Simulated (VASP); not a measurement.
The system is ZnPb2.

```xyz
3
Lattice="4.8650 0.0000 0.0000 -2.4325 4.2132 0.0000 0.0000 0.0000 3.4219" Properties=species:S:1:pos:R:3 pbc="T T T"
Zn    0.0000    0.0000    0.0000
Pb    0.0000    2.8088    1.7109
Pb    2.4325    1.4044    1.7109
```

| Property | Result |
| --- | --- |
| Program | VASP 6.6.1 |
| Task | relaxation of cell and atoms |
| Functional | PBE |
| Potentials or basis | VASP PAW PBE potentials, release 64 (Zn, Pb_d) |
| Cutoff | 600 eV |
| k mesh | 6 × 6 × 6 |
| Occupations | gaussian, width 0.1 eV |
| Spin | no spin polarisation |

At the start: pressure 15.3 GPa; volume 23.38 Å³/atom.

Where does the relaxation end?

Over 9 steps the energy falls by 326.0 meV/atom and the volume is 28.48 Å³/atom (+21.8 %); space group P6/mmm (No. 191, to 0.05 Å).

Step by step:
| step | energy change (eV) | largest force (eV/Å) | pressure (GPa) | volume (Å³) |
| --- | --- | --- | --- | --- |
| 1 | 0.0000 | 0.0000 | 15.34 | 70.14 |
| 2 | -0.8738 | 0.0000 | -2.80 | 95.03 |
| 3 | -0.9238 | 0.0000 | -0.72 | 88.69 |
| 4 | -0.9240 | 0.0000 | -0.97 | 89.22 |
| 5 | -0.9659 | 0.0000 | -0.73 | 87.67 |
| 6 | -0.9757 | 0.0000 | -0.54 | 86.73 |
| 7 | -0.9766 | 0.0000 | -0.39 | 86.34 |
| 8 | -0.9766 | 0.0000 | -0.40 | 86.40 |
| 9 | -0.9780 | 0.0000 | 0.00 | 85.43 |

Final structure:
```
CELL_PARAMETERS angstrom
5.45891 0.00000 0.00000
-2.72945 4.72755 0.00000
0.00000 0.00000 3.31021
ATOMIC_POSITIONS crystal
Zn 0.00000 0.00000 0.00000
Pb 0.33333 0.66667 0.50000
Pb 0.66667 0.33333 0.50000
```

Caveat: the volume moved by over 15 % at a fixed basis, so the end points are rough.
